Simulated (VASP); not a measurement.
Write the native input for VASP 6.6.1 that does the following.

```yaml
Task: relaxation of cell and atoms
Functional: PBE
Potentials_or_basis: VASP PAW PBE potentials, release 64 (Te, S, F)
Cutoff: 600 eV
k_mesh: 6 × 6 × 6
Occupations: gaussian, width 0.1 eV
Spin: no spin polarisation
Dipole_correction: no
Further_INCAR_settings: ALGO = Normal; EDIFF = 1e-07; IBRION = 2; EDIFFG = -0.04; NSW = 90; ISIF = 3
```

The structure of TeS2F2 lies in POSCAR:

```
TeS2F2
1.0
   -2.1932793200      2.1932793200      5.2584329500
    2.1932793200     -2.1932793200      5.2584329500
    2.1932793200      2.1932793200     -5.2584329500
Te S F
1 2 2
Direct
    0.0000000000      0.0000000000      0.0000000000
    0.6293674100      0.6293674100      0.0000000000
    0.3706325900      0.3706325900      0.0000000000
    0.2500000000      0.7500000000      0.5000000000
    0.7500000000      0.2500000000      0.5000000000
```

The cell was built from a structure type or drawn by symmetry, and may not be a known phase.

The input as run:

INCAR

```
SYSTEM = TeS2F2
ALGO     = Normal         ! electronic algorithm
EDIFF    = 1E-7           ! SCF threshold, eV
EDIFFG   = -0.04          ! ionic threshold
ENCUT    = 600            ! plane-wave cutoff, eV
GGA      = PE             ! functional
IBRION   = 2              ! ionic algorithm
ISIF     = 3              ! what is computed and relaxed
ISMEAR   = 0              ! smearing method
LASPH    = .True.         ! aspherical terms in the spheres
LCHARG   = .False.        ! write CHGCAR
LREAL    = .False.        ! projectors in reciprocal space
LWAVE    = .False.        ! write WAVECAR
NELM     = 100            ! most SCF steps
NSW      = 90             ! ionic steps
PREC     = Accurate       ! precision mode
SIGMA    = 0.1            ! smearing width, eV
```

KPOINTS

```
k-points
0
Gamma
  6 6 6
  0 0 0
```

Potentials or basis: VASP PAW PBE potentials, release 64 (Te, S, F).

The run is started by

```console
$ cat potpaw_PBE.64/Te/POTCAR potpaw_PBE.64/S/POTCAR potpaw_PBE.64/F/POTCAR > POTCAR
$ mpirun -np 1 vasp_std > vasp.out
```

It gave:

| Quantity | Value |
| --- | --- |
| Relaxed volume | 16.56 Å³/atom |
| Relaxed cell | a = 5.852 Å, b = 5.852 Å, c = 5.852 Å, α = 139.78°, β = 139.78°, γ = 58.19° |
| Space group after relaxing (to 0.1 Å) | I4/mmm (No. 139) |
| Energy gained by relaxing | 439.3 meV/atom |
| Ionic steps | 14 |
| Pressure after relaxing | 0.1 GPa |
| Largest force after relaxing | 0.025 eV/Å |
| Band gap on the k mesh | zero (bands 16 and 17 overlap by 1.28 eV) |

Caveat: the volume moved by over 15 % at a fixed basis, so the end points are rough; spin-orbit coupling is left out, which moves the levels of the heavy elements.

Wall time 35 min on 1 thread of Oxide Virtual Turin-like Processor (shared host), peak memory 0.4 GiB.
